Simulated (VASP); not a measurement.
A run of VASP 6.6.1 is set up as follows.

File INCAR:

```
PREC = Accurate
ENCUT = 600
EDIFF = 1E-6
ISMEAR = -1
SIGMA = 0.08
LREAL = False
LASPH = True
NELM = 120
ALGO = Normal
ISIF = 2
LWAVE = False
LCHARG = False
GGA = PE
NBANDS = 8
GGA_COMPAT = False
```

KPOINTS

```
regular mesh
0
Gamma
  24 24 24
```

The input POSCAR:

```
C
1.0
    0.0000000000      1.4318078421      1.4318078421
    1.4318078421      0.0000000000      1.4318078421
    1.4318078421      1.4318078421      0.0000000000
C
1
Direct
    0.0000000000      0.0000000000      0.0000000000
```

Potentials or basis: VASP PAW PBE potentials, release 64 (C).

Run with:

```sh
$ cat potpaw_PBE.64/C/POTCAR > POTCAR
$ mpirun -np 1 vasp_std > vasp.out
```

Question: What does it give for the band gap on the k mesh?

Answer: Zero (band 2 reaches 20.67 eV, above the bottom of band 3 at 7.09 eV).

Question: What does it give for the pressure?

Answer: 49.2 GPa.

Caveat: the cell differs from its parent crystal (volume scaled by 0.8, to set the pressure).
